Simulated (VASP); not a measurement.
Wanted: the native input for a VASP 6.6.1 run.

```yaml
Task: single point
Functional: PBE
Potentials_or_basis: VASP PAW PBE potentials, release 64 (Ag, Cl)
Cutoff: 520 eV
k_mesh: 8 × 8 × 8
Occupations: fermi-dirac, width 0.02 eV
Spin: non-collinear spin, zero start, spin-orbit coupling
Starting_moments: "[[0.0, 0.0, 0.0], [0.0, 0.0, 0.0]] μB"
Dipole_correction: no
Further_INCAR_settings: ALGO = Normal; EDIFF = 1e-06; NBANDS = 30
```

The structure of AgCl lies in POSCAR:

```
AgCl
1.0
    0.0000000000      2.7731725676      2.7731725676
    2.7731725676      0.0000000000      2.7731725676
    2.7731725676      2.7731725676      0.0000000000
Ag Cl
1 1
Direct
    0.0000000000      0.0000000000      0.0000000000
    0.5000000000      0.5000000000      0.5000000000
```

These files were run (other wordings do the same):

INCAR

```
PREC = Accurate ; ENCUT = 520
EDIFF = 1E-6 ; ISMEAR = -1
SIGMA = 0.02 ; LREAL = F
LASPH = T ; NELM = 150
ALGO = Normal ; ISIF = 2
LWAVE = F ; LCHARG = T
MAGMOM = 0 0 0 0 0 0 ; LORBIT = 11
LSORBIT = T ; GGA_COMPAT = F
LORBMOM = T ; LMAXMIX = 4
GGA = PE ; LVHAR = T
NBANDS = 30
```

KPOINTS

```
regular mesh
0
Gamma
  8 8 8
```

Potentials or basis: VASP PAW PBE potentials, release 64 (Ag, Cl).

Launch:

```console
$ cat potpaw_PBE.64/Ag/POTCAR potpaw_PBE.64/Cl/POTCAR > POTCAR
$ mpirun -np 1 vasp_ncl > vasp.out
```

Results of the run:

```yaml
Pressure: 1.4 GPa
Net_moment: 0.00 μB per cell
Valence_electrons_inside_the_program's_atomic_spheres: Ag 9.71; Cl 5.08
```

Wall time 55 s on 1 thread of Intel(R) Xeon(R) Platinum 8559C (Emerald Rapids) (shared host), peak memory 0.3 GiB.
